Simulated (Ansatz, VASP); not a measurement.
Sr3Zn2H in VASP and in Ansatz

The input INCAR:

```
SYSTEM = Sr3Zn2H
PREC     = Accurate       ! precision mode
ENCUT    = 520            ! plane-wave cutoff, eV
EDIFF    = 1E-6           ! SCF threshold, eV
ISMEAR   = 0              ! smearing method
SIGMA    = 0.1            ! smearing width, eV
LREAL    = .False.        ! projectors in reciprocal space
LASPH    = .True.         ! aspherical terms in the spheres
NELM     = 60             ! most SCF steps
ALGO     = Normal         ! electronic algorithm
ISIF     = 2              ! what is computed and relaxed
LWAVE    = .False.        ! write WAVECAR
LCHARG   = .False.        ! write CHGCAR
GGA      = PE             ! functional
NBANDS   = 36             ! bands
```

Contents of KPOINTS:

```
Automatic mesh
0
Gamma
  4 4 2
  0 0 0
```

The input POSCAR:

```
Sr3Zn2H
1.0
    3.7761804800      0.0000000000      0.0000000000
    0.0000000000      3.7761804800      0.0000000000
    0.0000000000      0.0000000000      8.0297746200
Sr Zn H
3 2 1
Direct
    0.5000000000      0.0000000000      0.9998509900
    0.0000000000      0.5000000000      0.9998509900
    0.5000000000      0.5000000000      0.3771390000
    0.5000000000      0.5000000000      0.7365469900
    0.0000000000      0.0000000000      0.2648670100
    0.0000000000      0.0000000000      0.6217470200
```

Input for Ansatz:

```yaml
crystal:
  lattice:
    - [3.77618048, 0.0, 0.0]
    - [0.0, 3.77618048, 0.0]
    - [0.0, 0.0, 8.02977462]
  atoms:
    - { symbol: Sr, position: [0.5, 0.0, 0.99985099] }
    - { symbol: Sr, position: [0.0, 0.5, 0.99985099] }
    - { symbol: Sr, position: [0.5, 0.5, 0.377139] }
    - { symbol: Zn, position: [0.5, 0.5, 0.73654699] }
    - { symbol: Zn, position: [0.0, 0.0, 0.26486701] }
    - { symbol: H, position: [0.0, 0.0, 0.62174702] }
basis:
  ecutwfc: 420
kpoints:
  mp_grid: { grid: [4, 4, 2] }
hamiltonian:
  xc: pbe
scf:
  occupations: { method: gaussian, width: 0.1 }
  lower_state_search: "off"
output:
  forces: true
  stress: true
  eigenvalues: true
```

Change from the starting cell: species swapped into the Zr2As3Se type (P4mm, No. 99).

Alike in both runs: task single point; functional PBE; k mesh 4 × 4 × 2; occupations gaussian, width 0.1 eV; no spin polarisation.

|  | VASP | Ansatz |
| --- | --- | --- |
| version | VASP 6.6.1 | Ansatz 0.2.0 |
| potentials or method | VASP PAW PBE potentials, release 64 (Sr_sv, Zn, H), cutoff 520 eV | scalar-relativistic, plane waves, PAW |
| valence electrons in the cell | 55 | 55 |

|  | VASP | Ansatz | Ansatz less VASP |
| --- | --- | --- | --- |
| gap on the k mesh at the Fermi level (eV) | none | none | - |
| rms of the force components (eV/Å) | 0.842 | 0.830 | -0.0115 |

Atom by atom the forces differ by 0.013 eV/Å (rms over components). A gap of «none» marks a metal or a gap that the smearing closes.

The k mesh is coarse, so the values compare programs but aren't converged.
